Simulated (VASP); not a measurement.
# SiC (P6_3mc) in VASP: single point with PBEsol

Aim: the single point of SiC with PBEsol.

All numbers are computed with VASP 6.6.1; they aren't measurements. Logs are shortened: lines on timing, memory, paths and dates and some standing lists are left out, and cuts for length are marked.

## (1) The cell of the first run

Symmetry: P6_3mc, No. 186, hexagonal system. The conventional cell has a = 3.076 Å, b = 3.076 Å, c = 10.071 Å, α = 90.00°, β = 90.00°, γ = 120.00°. Si (site symmetry 3m) has 4 C at 1.88 to 1.89 Å within 2.5 Å. Si (site symmetry 3m) has 4 C at 1.88 to 1.89 Å within 2.5 Å. Within 2.5 Å of C (site symmetry 3m) lie 4 Si at 1.88 to 1.89 Å. Within 2.5 Å of C (site symmetry 3m) lie 4 Si at 1.88 to 1.89 Å.

## (2) Single point, PBEsol

INCAR

```
SYSTEM = SiC
ALGO = Normal ; EDIFF = 1E-6
ENCUT = 520 ; GGA = PS
ISIF = 2 ; ISMEAR = 0
LASPH = .True. ; LCHARG = .False.
LREAL = .False. ; LWAVE = .False.
NBANDS = 26 ; NELM = 60
PREC = Accurate ; SIGMA = 0.01
```

KPOINTS

```
k-points
0
Gamma
  12 12 2
  0 0 0
```

POSCAR

```
SiC
1.0
    3.0756940000      0.0000000000      0.0000000000
   -1.5378470000      2.6636291383      0.0000000000
    0.0000000000      0.0000000000     10.0706460000
Si C
4 4
Direct
    0.6666666667      0.3333333333      0.9378420000
    0.3333333333      0.6666666667      0.4378420000
    0.0000000000      0.0000000000      0.6878940000
    0.0000000000      0.0000000000      0.1878940000
    0.6666666667      0.3333333333      0.7498030000
    0.3333333333      0.6666666667      0.2498030000
    0.0000000000      0.0000000000      0.5004600000
    0.0000000000      0.0000000000      0.0004600000
```

Potentials or basis: VASP PAW PBE potentials, release 64 (Si, C).

Launch:

```
cat potpaw_PBE.64/Si/POTCAR potpaw_PBE.64/C/POTCAR > POTCAR
mpirun -np 1 vasp_std > vasp.out
```

OUTCAR:

```text
SYSTEM = SiC
   EDIFF = 1E-6
   ENCUT = 520
   GGA = PS
   ISIF = 2
   ISMEAR = 0
   LASPH = .True.
   LREAL = .False.
   NELM = 60
   PREC = Accurate

 ion  position               nearest neighbor table
   1  0.667  0.333  0.938-   8 1.88   8 1.88   8 1.88   5 1.89   3 3.08   3 3.08   3 3.08   4 3.08
                             4 3.08   4 3.08
   2  0.333  0.667  0.438-   7 1.88   7 1.88   7 1.88   6 1.89   4 3.08   4 3.08   4 3.08   3 3.08
                             3 3.08   3 3.08
   3  0.000  0.000  0.688-   5 1.88   5 1.88   5 1.88   7 1.89   1 3.08   1 3.08   1 3.08   2 3.08
                             2 3.08   2 3.08
   4  0.000  0.000  0.188-   6 1.88   6 1.88   6 1.88   8 1.89   2 3.08   2 3.08   2 3.08   1 3.08
                             1 3.08   1 3.08
   5  0.667  0.333  0.750-   3 1.88   3 1.88   3 1.88   1 1.89
   6  0.333  0.667  0.250-   4 1.88   4 1.88   4 1.88   2 1.89
   7  0.000  0.000  0.500-   2 1.88   2 1.88   2 1.88   3 1.89
   8  0.000  0.000  0.000-   1 1.88   1 1.88   1 1.88   4 1.89

  LATTYP: Found a hexagonal cell.
 ALAT       =     3.0756940000
 C/A-ratio  =     3.2742678563

  Lattice vectors:

 A1 = (   3.0756940000,   0.0000000000,   0.0000000000)
 A2 = (  -1.5378470000,   2.6636291383,   0.0000000000)
 A3 = (   0.0000000000,   0.0000000000,  10.0706460000)

Analysis of symmetry for initial positions (statically):
=====================================================================
 Subroutine PRICEL returns:
 Original cell was already a primitive cell.

 Routine SETGRP: Setting up the symmetry group for a
 hexagonal supercell.

 Subroutine GETGRP returns: Found 12 space group operations
 (whereof  6 operations were pure point group operations)
 out of a pool of 24 trial point group operations.

The static configuration has the point symmetry C_3v.
 The point group associated with its full space group is C_6v.

Analysis of symmetry for dynamics (positions and initial velocities):
=====================================================================
 Subroutine PRICEL returns:
 Original cell was already a primitive cell.

 Routine SETGRP: Setting up the symmetry group for a
 hexagonal supercell.

 Subroutine GETGRP returns: Found 12 space group operations
 (whereof  6 operations were pure point group operations)
 out of a pool of 24 trial point group operations.

The dynamic configuration has the point symmetry C_3v.
 The point group associated with its full space group is C_6v.

 Subroutine INISYM returns: Found 12 space group operations
 (whereof  6 operations are pure point group operations),
 and found     1 'primitive' translations

----------------------------------------------------------------------------------------

                                     Primitive cell

  volume of cell :      82.5038

  direct lattice vectors                    reciprocal lattice vectors
     3.075694000  0.000000000  0.000000000     0.325129873  0.187713820  0.000000000
    -1.537847000  2.663629138  0.000000000     0.000000000  0.375427640  0.000000000
     0.000000000  0.000000000 10.070646000     0.000000000  0.000000000  0.099298496

  length of vectors
     3.075694000  3.075694000 10.070646000     0.375427640  0.375427640  0.099298496

  position of ions in fractional coordinates (direct lattice)
     0.666666667  0.333333333  0.937842000
     0.333333333  0.666666667  0.437842000
     0.000000000  0.000000000  0.687894000
     0.000000000  0.000000000  0.187894000
     0.666666667  0.333333333  0.749803000
     0.333333333  0.666666667  0.249803000
     0.000000000  0.000000000  0.500460000
     0.000000000  0.000000000  0.000460000

  ion indices of the primitive-cell ions
   primitive index   ion index
                 1           1
                 2           2
                 3           3
                 4           4
                 5           5
                 6           6
                 7           7
                 8           8

----------------------------------------------------------------------------------------

 KPOINTS: k-points

Automatic generation of k-mesh.
 Grid dimensions read from file:
 generate k-points for:   12   12    2

 Generating k-lattice:

  Cartesian coordinates                     Fractional coordinates (reciprocal lattice)
     0.027094156  0.015642818  0.000000000     0.083333333 -0.000000000  0.000000000
     0.000000000  0.031285637  0.000000000     0.000000000  0.083333333  0.000000000
     0.000000000  0.000000000  0.049649248     0.000000000  0.000000000  0.500000000

  Length of vectors
     0.031285637  0.031285637  0.049649248

  Shift w.r.t. Gamma in fractional coordinates (k-lattice)
     0.000000000  0.000000000  0.000000000

 Subroutine IBZKPT returns following result:
 ===========================================

 Found     38 irreducible k-points:

 Following reciprocal coordinates:
            Coordinates               Weight
  0.000000  0.000000  0.000000      1.000000
  0.083333  0.000000  0.000000      6.000000
  0.166667  0.000000  0.000000      6.000000
  0.250000  0.000000  0.000000      6.000000
  0.333333  0.000000  0.000000      6.000000
  0.416667 -0.000000  0.000000      6.000000
[... 16 lines left out ...]
  0.250000  0.000000  0.500000      6.000000
  0.333333  0.000000  0.500000      6.000000
 [... further k-points ...]
   k-points           NKPTS =     38   k-points in BZ     NKDIM =     38   number of bands    NBANDS=     26
   number of dos      NEDOS =    301   number of ions     NIONS =      8
   total plane-waves  NPLWV =  46080
   dimension x,y,z NGX =    24 NGY =   24 NGZ =   80
   dimension x,y,z NGXF=    48 NGYF=   48 NGZF=  160
   ions per type =               4   4
   NGX,Y,Z   is equivalent  to a cutoff of  12.97, 12.97, 13.21 a.u.
   NGXF,Y,Z  is equivalent  to a cutoff of  25.94, 25.94, 26.41 a.u.
 SYSTEM =  SiC
   PREC   = accura    normal or accurate (medium, high low for compatibility)
   ISTART =      0    job   : 0-new  1-cont  2-samecut
   ICHARG =      2    charge: 1-file 2-atom 10-const
   ISPIN  =      1    spin polarized calculation?
   LNONCOLLINEAR =      F non collinear calculations
   LSORBIT =      F    spin-orbit coupling
   LASPH  =      T    aspherical Exc in radial PAW
   ENCUT  =  520.0 eV  38.22 Ry    6.18 a.u.   5.72  5.72 18.72*2*pi/ulx,y,z
   NELM   =     60;   NELMIN=  2; NELMDL= -5     # of ELM steps
   EDIFF  = 0.1E-05   stopping-criterion for ELM
   LREAL  =      F    real-space projection
   EDIFFG = 0.1E-04   stopping-criterion for IOM
   NSW    =      0    number of steps for IOM
   IBRION =     -1    ionic relax: 0-MD 1-quasi-New 2-CG
   NFREE  =      0    steps in history (QN), initial steepest desc. (CG)
   ISIF   =      2    stress and relaxation
   ISYM   =      2    0-nonsym 1-usesym 2-fastsym
   POTIM  = 0.5000    time-step for ionic-motion
   TEBEG  =    0.0;   TEEND  =   0.0 temperature during run
   PSTRESS=    0.0 pullay stress
   NELECT =      32.0000    total number of electrons
   NUPDOWN=      -1.0000    fix difference up-down
   EMIN   =  10.00;   EMAX   =-10.00  energy-range for DOS
   EFERMI =   0.00;   METHOD = LEGACY
   ISMEAR =     0;   SIGMA  =   0.01  broadening in eV -4-tet -1-fermi 0-gaus
   EFERMI_NEDOS =   21; number of points for ismear=-14 and -15
   IALGO  =     38    algorithm
   IMIX   =      4    mixing-type and parameters
     AMIX     =   0.40;   BMIX     =  1.00
     AMIX_MAG =   1.60;   BMIX_MAG =  1.00
  volume/ion in A,a.u.               =      10.31        69.60
  Fermi-wavevector in a.u.,A,eV,Ry     =   1.193897  2.256138 19.393599  1.425389
  Thomas-Fermi vector in A             =   2.329900
   LORBIT       =      0    0 simple, 1 ext, 2 COOP (PROOUT), +10 PAW based schemes
   GGA     = PS    functional components
   LHFCALC =     F    Hartree Fock is set to
   AEXX    =    0.0000 exact exchange contribution
   IVDW    =     0    specifies the selected vdW correction
   LEPSILON=     F    determine dielectric tensor
   LRPA    =     F    only Hartree local field effects (RPA)
 non-spin polarized calculation
 Gauss-broadening in eV      SIGMA  =   0.01
  energy-cutoff  :      520.00
  volume of cell :       82.50
 maximum number of plane-waves:      2248
 NGX is ok and might be reduce to    24
   NGX = 11   NGY = 11   NGZ = 37

 number of electron      32.0000000 magnetization

 Free energy of the ion-electron system (eV)
  ---------------------------------------------------
  ext. energy  EPLUGINS =         0.00000000
  ---------------------------------------------------
  free energy    TOTEN  =       -63.67031213 eV

  energy without entropy =      -63.67031213  energy(sigma->0) =      -63.67031213

 E-fermi :   8.2707     XC(G=0): -11.5158

 val. band max:        8.1600693965   @ k =   0.0000   0.0000   0.0000
 cond. band min:      10.2685215697   @ k =   0.5000   0.0000   0.0000
 fundamental gap:      2.1084521731
 Fermi energy:         8.2707058548

 k-point     1 :       0.0000    0.0000    0.0000
  band No.  band energies     occupation
      1      -7.3668      2.00000
      2      -6.1810      2.00000
      3      -6.1451      2.00000
      4      -3.7525      2.00000
      5      -0.5327      2.00000
      6       3.7484      2.00000
[... 18 lines left out ...]
     25      15.5058      0.00000
     26      16.1570      0.00000

 k-point     2 :       0.0833    0.0000    0.0000
  band No.  band energies     occupation
      1      -7.2454      2.00000
      2      -6.0635      2.00000
      3      -6.0270      2.00000
      4      -3.6498      2.00000
      5      -0.4205      2.00000
      6       3.7883      2.00000
[... 18 lines left out ...]
     25      15.5373      0.00000
     26      16.1034      0.00000

 k-point     3 :       0.1667    0.0000    0.0000
  band No.  band energies     occupation
      1      -6.8841      2.00000
      2      -5.7151      2.00000
      3      -5.6767      2.00000
      4      -3.3506      2.00000
      5      -0.0931      2.00000
      6       3.7741      2.00000
[... 18 lines left out ...]
     25      16.1427      0.00000
     26      16.2587      0.00000

 k-point     4 :       0.2500    0.0000    0.0000
  band No.  band energies     occupation
      1      -6.2932      2.00000
      2      -5.1508      2.00000
      3      -5.1083      2.00000
      4      -2.8922      2.00000
      5       0.4028      2.00000
      6       2.8417      2.00000
[... 18 lines left out ...]
     25      16.6035      0.00000
     26      17.1451      0.00000

 k-point     5 :       0.3333    0.0000    0.0000
  band No.  band energies     occupation
      1      -5.4976      2.00000
      2      -4.4113      2.00000
      3      -4.3592      2.00000
      4      -2.3955      2.00000
      5       0.7548      2.00000
      6       1.4608      2.00000
[... 18 lines left out ...]
     25      16.7917      0.00000
     26      17.0886      0.00000

 k-point     6 :       0.4167   -0.0000    0.0000
  band No.  band energies     occupation
      1      -4.5685      2.00000
      2      -3.6386      2.00000
      3      -3.5496      2.00000
      4      -2.2246      2.00000
      5       0.0683      2.00000
      6       0.4351      2.00000
[... 427 lines left out ...]
 k-point    21 :       0.0833    0.0000    0.5000
  band No.  band energies     occupation
      1      -6.9398      2.00000
      2      -6.9398      2.00000
      3      -4.6820      2.00000
      4      -4.6820      2.00000
      5       1.0943      2.00000
      6       1.0943      2.00000
[... 18 lines left out ...]
     25      15.6476      0.00000
     26      15.6477      0.00000

 k-point    22 :       0.1667    0.0000    0.5000
  band No.  band energies     occupation
      1      -6.5812      2.00000
      2      -6.5812      2.00000
      3      -4.3533      2.00000
      4      -4.3533      2.00000
      5       1.3475      2.00000
      6       1.3475      2.00000
[... 18 lines left out ...]
     25      16.0986      0.00000
     26      16.0986      0.00000

 k-point    23 :       0.2500    0.0000    0.5000
  band No.  band energies     occupation
      1      -5.9958      2.00000
      2      -5.9958      2.00000
      3      -3.8313      2.00000
      4      -3.8313      2.00000
      5       1.5958      2.00000
      6       1.5958      2.00000
[... 18 lines left out ...]
     25      16.6654      0.00000
     26      16.6654      0.00000

 k-point    24 :       0.3333    0.0000    0.5000
  band No.  band energies     occupation
      1      -5.2113      2.00000
      2      -5.2113      2.00000
      3      -3.1882      2.00000
      4      -3.1882      2.00000
      5       1.0839      2.00000
      6       1.0839      2.00000
[... 18 lines left out ...]
     25      16.4489      0.00000
     26      16.4489      0.00000

 [... further k-points ...]

------------------------ aborting loop because EDIFF is reached ----------------------------------------

  FORCE on cell =-STRESS in cart. coord.  units (eV):
  Direction    XX          YY          ZZ          XY          YZ          ZX
  --------------------------------------------------------------------------------------
  -------------------------------------------------------------------------------------
  Total        0.4364108      0.4364108      0.3855889      0.0000000      0.0000000      0.0000000
  in kB        8.4748478      8.4748478      7.4879147      0.0000000      0.0000000      0.0000000
  external PRESSURE =       8.1458701 kB  Pullay stress =       0.0000000 kB

 VOLUME and BASIS-vectors are now :
 -----------------------------------------------------------------------------
  energy-cutoff  :      520.00
  volume of cell :       82.50
      direct lattice vectors                 reciprocal lattice vectors
     3.075694000  0.000000000  0.000000000     0.325129873  0.187713820  0.000000000
    -1.537847000  2.663629138  0.000000000     0.000000000  0.375427640  0.000000000
     0.000000000  0.000000000 10.070646000     0.000000000  0.000000000  0.099298496

 POSITION                                       TOTAL-FORCE (eV/Angst)
 -----------------------------------------------------------------------------------
      1.53785      0.88788      9.44467        -0.000000      0.000000     -0.002826
     -0.00000      1.77575      4.40935         0.000000     -0.000000     -0.002826
      0.00000      0.00000      6.92754         0.000000     -0.000000      0.000741
      0.00000      0.00000      1.89221         0.000000     -0.000000      0.000741
      1.53785      0.88788      7.55100        -0.000000     -0.000000      0.002675
     -0.00000      1.77575      2.51568         0.000000     -0.000000      0.002675
      0.00000      0.00000      5.03996        -0.000000      0.000000     -0.000589
      0.00000      0.00000      0.00463         0.000000     -0.000000     -0.000589
 -----------------------------------------------------------------------------------
    total drift:                               -0.000000     -0.000000      0.000081

  FREE ENERGIE OF THE ION-ELECTRON SYSTEM (eV)
  ---------------------------------------------------
  free  energy   TOTEN  =       -63.6703121316 eV

  energy  without entropy=      -63.6703121316  energy(sigma->0) =      -63.67031213
```

Run time: 47 s. Hardware: 1 thread of AMD EPYC 9R14 (Zen 4), shared host; peak memory 0.19 GiB.

Results:

```
Free energy            : -63.6703 eV
Pressure               : 0.8 GPa
Band gap on the k mesh : 2.11 eV, indirect (least direct gap 3.24 eV)
```

Forces in eV/Å, atoms in the order of the input:
```
Si   0.000  0.000 -0.003
Si   0.000  0.000 -0.003
Si   0.000  0.000  0.001
Si   0.000  0.000  0.001
C    0.000  0.000  0.003
C    0.000  0.000  0.003
C    0.000  0.000 -0.001
C    0.000  0.000 -0.001
```

Levels at points of the mesh, in eV from the valence-band top:
| k point | band 13 | band 14 | band 15 | band 16 | band 17 | band 18 | band 19 | band 20 |
| --- | --- | --- | --- | --- | --- | --- | --- | --- |
| (0.00, 0.00, 0.00) | -0.59 | -0.05 | 0.00 | 0.00 | 5.05 | 5.63 | 6.27 | 6.27 |
| (0.50, 0.00, 0.00) | -2.38 | -2.24 | -1.59 | -1.13 | 2.11 | 2.24 | 4.12 | 4.67 |
| (0.00, 0.00, 0.50) | -0.21 | -0.21 | -0.21 | -0.21 | 5.26 | 5.26 | 6.72 | 6.72 |
| (0.50, 0.00, 0.50) | -2.53 | -2.53 | -1.56 | -1.56 | 2.53 | 2.53 | 4.11 | 4.11 |

Caveat: the PAW data sets were made with another functional, which shifts forces and pressure a little. A k mesh can miss the band edges.
